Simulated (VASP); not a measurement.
Runs of VASP 6.6.1 on SrAl5. The structure is that of space group P6/mmm (No. 191), or close to it. The cells are those of the table. 

| task | cell | k mesh | cutoff (eV) | k mesh for the DOS | occupations for the DOS | gap on the mesh (eV) | pressure (GPa) |
| --- | --- | --- | --- | --- | --- | --- | --- |
| single point | a = 5.764, b = 5.764, c = 4.381 Å, angles 90.0, 90.0, 120.0°, 6 atoms | 12 × 12 × 8 | 520 | - | - | none | (a) |
| single point | a = 5.728, b = 5.728, c = 4.443 Å, angles 90.0, 90.0, 120.0°, 6 atoms | 6 × 6 × 4 | 520 | - | - | none | -0.1 |
| relaxation of cell and atoms | relaxed from a = 5.498, b = 5.498, c = 4.378 Å, angles 90.0, 90.0, 120.0°, 6 atoms | 6 × 6 × 4 | 600 | - | - | none | -0.1 |
| single point | a = 5.498, b = 5.498, c = 4.378 Å, angles 90.0, 90.0, 120.0°, 6 atoms | 6 × 6 × 4 | 520 | - | - | none | 6.6 |

Alike in all rows: level PBE; potentials or basis VASP PAW PBE potentials, release 64 (Sr_sv, Al); no spin polarisation; smearing gaussian 0.1 eV.

**Question.** Estimate the missing entries.

**Answer.** (a) 0.1.

A k mesh can miss the band edges, and the runs leave out spin-orbit coupling on Sr.

A gap of «none» marks levels without a gap at the run's occupations.
